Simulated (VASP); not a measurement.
# SrO (Fm-3m) in VASP: notebook

The runs below take SrO through single point, with LDA.

All numbers are computed with VASP 6.6.1; they aren't measurements. Logs are shortened: lines on timing, memory, paths and dates and some standing lists are left out, and cuts for length are marked.

## 1. The cell of the first run

It takes space group Fm-3m (No. 225, cubic). Conventional cell: a = 5.161 Å, b = 5.161 Å, c = 5.161 Å, α = 90.00°, β = 90.00°, γ = 90.00°. Sr (site symmetry m-3m) has 6 O at 2.58 Å within 3.4 Å. Within 3.4 Å of O (site symmetry m-3m) lie 6 Sr at 2.58 Å.

## 2. Single point, LDA

The input, INCAR:

```
SYSTEM = SrO
PREC = Accurate ; ENCUT = 520
EDIFF = 1E-6 ; ISMEAR = 0
SIGMA = 0.1 ; LREAL = .FALSE.
LASPH = .TRUE. ; NELM = 60
ALGO = Normal ; ISIF = 2
LWAVE = .FALSE. ; LCHARG = .FALSE.
GGA = CA ; NBANDS = 15
```

The input, KPOINTS:

```
regular mesh
0
G
  6 6 6
  0 0 0
```

The input, POSCAR:

```
SrO
1.0
    0.0000000000      2.5806600000      2.5806600000
    2.5806600000      0.0000000000      2.5806600000
    2.5806600000      2.5806600000      0.0000000000
Sr O
1 1
Direct
    0.0000000000      0.0000000000      0.0000000000
    0.5000000000      0.5000000000      0.5000000000
```

Potentials or basis: VASP PAW LDA potentials, release 64 (Sr_sv, O).

Run with:

```console
cat potpaw_LDA.64/Sr_sv/POTCAR potpaw_LDA.64/O/POTCAR > POTCAR
mpirun -np 1 vasp_std > vasp.out
```

OUTCAR:

```text
SYSTEM = SrO
   PREC = Accurate
   ENCUT = 520
   EDIFF = 1E-6
   ISMEAR = 0
   LREAL = .FALSE.
   LASPH = .TRUE.
   NELM = 60
   ISIF = 2
   GGA = CA

 ion  position               nearest neighbor table
   1  0.000  0.000  0.000-   2 2.58   2 2.58   2 2.58   2 2.58   2 2.58   2 2.58
   2  0.500  0.500  0.500-   1 2.58   1 2.58   1 2.58   1 2.58   1 2.58   1 2.58

  LATTYP: Found a face centered cubic cell.
 ALAT       =     5.1613200000

  Lattice vectors:

 A1 = (   0.0000000000,   2.5806600000,   2.5806600000)
 A2 = (   2.5806600000,   0.0000000000,   2.5806600000)
 A3 = (   2.5806600000,   2.5806600000,   0.0000000000)

Analysis of symmetry for initial positions (statically):
=====================================================================
 Subroutine PRICEL returns:
 Original cell was already a primitive cell.

 Routine SETGRP: Setting up the symmetry group for a
 face centered cubic supercell.

 Subroutine GETGRP returns: Found 48 space group operations
 (whereof 48 operations were pure point group operations)
 out of a pool of 48 trial point group operations.

The static configuration has the point symmetry O_h .

Analysis of symmetry for dynamics (positions and initial velocities):
=====================================================================
 Subroutine PRICEL returns:
 Original cell was already a primitive cell.

 Routine SETGRP: Setting up the symmetry group for a
 face centered cubic supercell.

 Subroutine GETGRP returns: Found 48 space group operations
 (whereof 48 operations were pure point group operations)
 out of a pool of 48 trial point group operations.

The dynamic configuration has the point symmetry O_h .

 Subroutine INISYM returns: Found 48 space group operations
 (whereof 48 operations are pure point group operations),
 and found     1 'primitive' translations

----------------------------------------------------------------------------------------

                                     Primitive cell

  volume of cell :      34.3734

  direct lattice vectors                    reciprocal lattice vectors
     0.000000000  2.580660000  2.580660000    -0.193748886  0.193748886  0.193748886
     2.580660000  0.000000000  2.580660000     0.193748886 -0.193748886  0.193748886
     2.580660000  2.580660000  0.000000000     0.193748886  0.193748886 -0.193748886

  length of vectors
     3.649604372  3.649604372  3.649604372     0.335582914  0.335582914  0.335582914

  position of ions in fractional coordinates (direct lattice)
     0.000000000  0.000000000  0.000000000
     0.500000000  0.500000000  0.500000000

  ion indices of the primitive-cell ions
   primitive index   ion index
                 1           1
                 2           2

----------------------------------------------------------------------------------------

 KPOINTS: regular mesh

Automatic generation of k-mesh.
 Grid dimensions read from file:
 generate k-points for:    6    6    6

 Generating k-lattice:

  Cartesian coordinates                     Fractional coordinates (reciprocal lattice)
    -0.032291481  0.032291481  0.032291481     0.166666667  0.000000000  0.000000000
     0.032291481 -0.032291481  0.032291481     0.000000000  0.166666667  0.000000000
     0.032291481  0.032291481 -0.032291481     0.000000000  0.000000000  0.166666667

  Length of vectors
     0.055930486  0.055930486  0.055930486

  Shift w.r.t. Gamma in fractional coordinates (k-lattice)
     0.000000000  0.000000000  0.000000000

 Subroutine IBZKPT returns following result:
 ===========================================

 Found     16 irreducible k-points:

 Following reciprocal coordinates:
            Coordinates               Weight
  0.000000  0.000000  0.000000      1.000000
  0.166667  0.000000  0.000000      8.000000
  0.333333  0.000000  0.000000      8.000000
  0.500000  0.000000  0.000000      4.000000
  0.166667  0.166667  0.000000      6.000000
  0.333333  0.166667  0.000000     24.000000
[... 8 lines left out ...]
 -0.333333  0.333333  0.166667     24.000000
 -0.333333  0.500000  0.166667     12.000000
   k-points           NKPTS =     16   k-points in BZ     NKDIM =     16   number of bands    NBANDS=     15
   number of dos      NEDOS =    301   number of ions     NIONS =      2
   total plane-waves  NPLWV =  21952
   dimension x,y,z NGX =    28 NGY =   28 NGZ =   28
   dimension x,y,z NGXF=    56 NGYF=   56 NGZF=   56
   ions per type =               1   1
   NGX,Y,Z   is equivalent  to a cutoff of  12.75, 12.75, 12.75 a.u.
   NGXF,Y,Z  is equivalent  to a cutoff of  25.51, 25.51, 25.51 a.u.
 SYSTEM =  SrO
   PREC   = accura    normal or accurate (medium, high low for compatibility)
   ISTART =      0    job   : 0-new  1-cont  2-samecut
   ICHARG =      2    charge: 1-file 2-atom 10-const
   ISPIN  =      1    spin polarized calculation?
   LNONCOLLINEAR =      F non collinear calculations
   LSORBIT =      F    spin-orbit coupling
   LASPH  =      T    aspherical Exc in radial PAW
   ENCUT  =  520.0 eV  38.22 Ry    6.18 a.u.   6.79  6.79  6.79*2*pi/ulx,y,z
   NELM   =     60;   NELMIN=  2; NELMDL= -5     # of ELM steps
   EDIFF  = 0.1E-05   stopping-criterion for ELM
   LREAL  =      F    real-space projection
[... 7 lines left out ...]
   TEBEG  =    0.0;   TEEND  =   0.0 temperature during run
   PSTRESS=    0.0 pullay stress
   NELECT =      16.0000    total number of electrons
   NUPDOWN=      -1.0000    fix difference up-down
   EMIN   =  10.00;   EMAX   =-10.00  energy-range for DOS
   EFERMI =   0.00;   METHOD = LEGACY
   ISMEAR =     0;   SIGMA  =   0.10  broadening in eV -4-tet -1-fermi 0-gaus
   EFERMI_NEDOS =   21; number of points for ismear=-14 and -15
   IALGO  =     38    algorithm
   IMIX   =      4    mixing-type and parameters
     AMIX     =   0.40;   BMIX     =  1.00
     AMIX_MAG =   1.60;   BMIX_MAG =  1.00
  volume/ion in A,a.u.               =      17.19       115.98
  Fermi-wavevector in a.u.,A,eV,Ry     =   1.268744  2.397579 21.901456  1.609712
  Thomas-Fermi vector in A             =   2.401823
   LORBIT       =      0    0 simple, 1 ext, 2 COOP (PROOUT), +10 PAW based schemes
   GGA     = CA    functional components
   LHFCALC =     F    Hartree Fock is set to
   AEXX    =    0.0000 exact exchange contribution
   IVDW    =     0    specifies the selected vdW correction
   LEPSILON=     F    determine dielectric tensor
   LRPA    =     F    only Hartree local field effects (RPA)
 non-spin polarized calculation
 Gauss-broadening in eV      SIGMA  =   0.10
  energy-cutoff  :      520.00
  volume of cell :       34.37
 maximum number of plane-waves:       941
   NGX = 13   NGY = 13   NGZ = 13

 number of electron      15.9999998 magnetization

 Free energy of the ion-electron system (eV)
  ---------------------------------------------------
  ext. energy  EPLUGINS =         0.00000000
  ---------------------------------------------------
  free energy    TOTEN  =       -13.36409014 eV

  energy without entropy =      -13.36409014  energy(sigma->0) =      -13.36409014

 E-fermi :   1.7101     XC(G=0): -10.4746

 val. band max:        1.2891652086   @ k =   0.0000   0.0000   0.0000
 cond. band min:       4.3964884926   @ k =   0.5000   0.5000   0.0000
 fundamental gap:      3.1073232839
 Fermi energy:         1.7100633492

 k-point     1 :       0.0000    0.0000    0.0000
  band No.  band energies     occupation
      1     -30.8338      2.00000
      2     -13.4565      2.00000
      3     -12.5721      2.00000
      4     -12.5721      2.00000
      5     -12.5721      2.00000
      6       1.2892      2.00000
      7       1.2892      2.00000
      8       1.2892      2.00000
      9       5.0107      0.00000
     10       7.3691      0.00000
     11       7.3691      0.00000
     12       7.3691      0.00000
     13       9.5672      0.00000
     14       9.5672      0.00000
     15      13.6795      0.00000

 k-point     2 :       0.1667    0.0000    0.0000
  band No.  band energies     occupation
      1     -30.7998      2.00000
      2     -14.0790      2.00000
      3     -12.5934      2.00000
      4     -12.5934      2.00000
      5     -12.0304      2.00000
      6       0.5408      2.00000
      7       0.9599      2.00000
      8       0.9599      2.00000
      9       6.1732      0.00000
     10       7.1553      0.00000
     11       7.9055      0.00000
     12       7.9055      0.00000
     13      10.2618      0.00000
     14      10.2618      0.00000
     15      15.3577      0.00000

 k-point     3 :       0.3333    0.0000    0.0000
  band No.  band energies     occupation
      1     -30.7308      2.00000
      2     -14.7934      2.00000
      3     -12.6351      2.00000
      4     -12.6351      2.00000
      5     -11.4788      2.00000
      6      -0.5060      2.00000
      7       0.3974      2.00000
      8       0.3974      2.00000
      9       7.3281      0.00000
     10       8.3024      0.00000
     11       9.2076      0.00000
     12       9.2076      0.00000
     13      11.8242      0.00000
     14      11.8242      0.00000
     15      16.9146      0.00000

 k-point     4 :       0.5000    0.0000    0.0000
  band No.  band energies     occupation
      1     -30.6957      2.00000
      2     -15.0719      2.00000
      3     -12.6555      2.00000
      4     -12.6555      2.00000
      5     -11.2814      2.00000
      6      -0.9329      2.00000
      7       0.1506      2.00000
      8       0.1506      2.00000
      9       7.6878      0.00000
     10       9.4703      0.00000
     11      10.0274      0.00000
     12      10.0274      0.00000
     13      13.1362      0.00000
     14      13.1362      0.00000
     15      15.7893      0.00000
[... 163 lines left out ...]
 k-point    14 :       0.5000    0.3333    0.1667
  band No.  band energies     occupation
      1     -30.6871      2.00000
      2     -14.5379      2.00000
      3     -12.9950      2.00000
      4     -12.8217      2.00000
      5     -11.8243      2.00000
      6      -0.0782      2.00000
      7       0.4582      2.00000
      8       0.9167      2.00000
      9       6.1901      0.00000
     10       8.3162      0.00000
     11       9.9786      0.00000
     12      10.6160      0.00000
     13      11.9986      0.00000
     14      13.2228      0.00000
     15      15.2753      0.00000

 k-point    15 :      -0.3333    0.3333    0.1667
  band No.  band energies     occupation
      1     -30.6644      2.00000
      2     -14.5238      2.00000
      3     -13.1123      2.00000
      4     -12.9589      2.00000
      5     -11.7972      2.00000
      6      -0.0631      2.00000
      7       0.6060      2.00000
      8       0.6666      2.00000
      9       7.3423      0.00000
     10       7.4616      0.00000
     11      10.1648      0.00000
     12      11.2976      0.00000
     13      12.6589      0.00000
     14      13.9036      0.00000
     15      14.7801      0.00000

 k-point    16 :      -0.3333    0.5000    0.1667
  band No.  band energies     occupation
      1     -30.6543      2.00000
      2     -14.0749      2.00000
      3     -13.4012      2.00000
      4     -13.1008      2.00000
      5     -12.1007      2.00000
      6       0.3949      2.00000
      7       0.8135      2.00000
      8       0.9380      2.00000
      9       5.7836      0.00000
     10       8.7043      0.00000
     11       9.6418      0.00000
     12      12.2113      0.00000
     13      12.3544      0.00000
     14      13.8820      0.00000
     15      14.5642      0.00000

------------------------ aborting loop because EDIFF is reached ----------------------------------------

  FORCE on cell =-STRESS in cart. coord.  units (eV):
  Direction    XX          YY          ZZ          XY          YZ          ZX
  --------------------------------------------------------------------------------------
  -------------------------------------------------------------------------------------
  Total       -0.9814491     -0.9814491     -0.9814491      0.0000000      0.0000000     -0.0000000
  in kB      -45.7463040    -45.7463040    -45.7463040      0.0000000      0.0000000     -0.0000000
  external PRESSURE =     -45.7463040 kB  Pullay stress =       0.0000000 kB

 VOLUME and BASIS-vectors are now :
 -----------------------------------------------------------------------------
  energy-cutoff  :      520.00
  volume of cell :       34.37
      direct lattice vectors                 reciprocal lattice vectors
     0.000000000  2.580660000  2.580660000    -0.193748886  0.193748886  0.193748886
     2.580660000  0.000000000  2.580660000     0.193748886 -0.193748886  0.193748886
     2.580660000  2.580660000  0.000000000     0.193748886  0.193748886 -0.193748886

 POSITION                                       TOTAL-FORCE (eV/Angst)
 -----------------------------------------------------------------------------------
      0.00000      0.00000      0.00000         0.000000      0.000000     -0.000000
      2.58066      2.58066      2.58066        -0.000000     -0.000000      0.000000
 -----------------------------------------------------------------------------------
    total drift:                                0.000000      0.000000      0.000000

  FREE ENERGIE OF THE ION-ELECTRON SYSTEM (eV)
  ---------------------------------------------------
  free  energy   TOTEN  =       -13.3640901414 eV

  energy  without entropy=      -13.3640901414  energy(sigma->0) =      -13.36409014
```

Run time: 19 s. Hardware: 1 thread of Intel Xeon 8259CL, shared host; peak memory 0.14 GiB.

Results:

```yaml
Free_energy: -13.3641 eV
Pressure: -4.6 GPa
Band_gap_on_the_k_mesh: 3.11 eV (least direct gap 3.20 eV)
```

Caveat: the cell stands under tension. A k mesh can miss the band edges.

## 3. Single point, LDA

This run uses another cell than the first one, of 16.24 Å³/atom.

The input, INCAR:

```
SYSTEM = SrO
PREC = Accurate
ENCUT = 520
EDIFF = 1E-6
ISMEAR = 0
SIGMA = 0.02
LREAL = .FALSE.
LASPH = .TRUE.
NELM = 60
ALGO = Normal
ISIF = 2
LWAVE = .FALSE.
LCHARG = .FALSE.
NBANDS = 15
```

KPOINTS is that of step 2.

The input, POSCAR:

```
SrO
1.0
    0.0000000000      2.5323557040      2.5323557040
    2.5323557040      0.0000000000      2.5323557040
    2.5323557040      2.5323557040      0.0000000000
Sr O
1 1
Direct
    0.0000000000      0.0000000000      0.0000000000
    0.5000000000      0.5000000000      0.5000000000
```

Potentials or basis: VASP PAW LDA potentials, release 64 (Sr_sv, O).

Run with:

```console
cat potpaw_LDA.64/Sr_sv/POTCAR potpaw_LDA.64/O/POTCAR > POTCAR
mpirun -np 1 vasp_std > vasp.out
```

Wall time 19 s (1 thread of Intel Xeon 8259CL, shared host); peak memory 0.14 GiB.

It converged, with:

| Property | Result |
| --- | --- |
| Free energy | -13.3866 eV |
| Pressure | 0.8 GPa |
| Band gap on the k mesh | 3.06 eV (least direct gap 3.11 eV) |

Levels at points of the mesh, in eV from the valence-band top:
```csv
k point,band 5,band 6,band 7,band 8,band 9,band 10,band 11,band 12
"(0.00, 0.00, 0.00)",-13.61,0.00,0.00,0.00,4.13,6.20,6.20,6.20
"(0.50, 0.00, 0.00)",-12.29,-2.33,-1.25,-1.25,6.64,8.63,9.06,9.06
"(0.50, 0.50, 0.00)",-14.05,-0.34,-0.05,-0.05,3.06,8.11,10.49,10.58
```
